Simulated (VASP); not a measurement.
Ho:

```
CELL_PARAMETERS angstrom
3.58000 0.00000 0.00000
-1.79000 3.10037 0.00000
0.00000 0.00000 5.62060
ATOMIC_POSITIONS crystal
Ho 0.33333 0.66667 0.75000
Ho 0.66667 0.33333 0.25000
```

| Property | Result |
| --- | --- |
| Program | VASP 6.6.1 |
| Task | relaxation of cell and atoms |
| Functional | PBE |
| Potentials or basis | VASP PAW PBE potentials, release 64 (Ho) |
| Cutoff | 600 eV |
| k mesh | 6 × 6 × 4 |
| Occupations | gaussian, width 0.05 eV |
| Spin | collinear spin, ferromagnetic start |
| Starting moments | [4.0, 4.0] μB |

At the start: pressure 2.5 GPa; volume 31.19 Å³/atom.

Task: How do energy, volume and symmetry change on relaxing?

Result: Over 6 steps the energy falls by 7.4 meV/atom and the volume is 34.72 Å³/atom (+11.3 %); space group P6_3/mmc (No. 194, to 0.05 Å); moment 7.59 μB per cell.

Step by step:
```
step  energy change (eV)  largest force (eV/Å)  pressure (GPa)  volume (Å³)
   1              0.0000                0.0000            2.46        62.38
   2             -0.0085                0.0000            0.87        66.81
   3             -0.0140                0.0000            0.01        69.14
   4             -0.0140                0.0000            0.14        68.93
   5             -0.0148                0.0000            0.07        69.22
   6             -0.0147                0.0000           -0.07        69.43
```

Final structure:
```yaml
crystal:
  lattice:
    - [3.69829, 0.00000, 0.00000]
    - [-1.84914, 3.20281, 0.00000]
    - [0.00000, 0.00000, 5.86191]
  atoms:
    - { symbol: Ho, position: [0.33333, 0.66667, 0.75000] }
    - { symbol: Ho, position: [0.66667, 0.33333, 0.25000] }
```

Caveat: the magnetic or orbital state may not be the lowest.
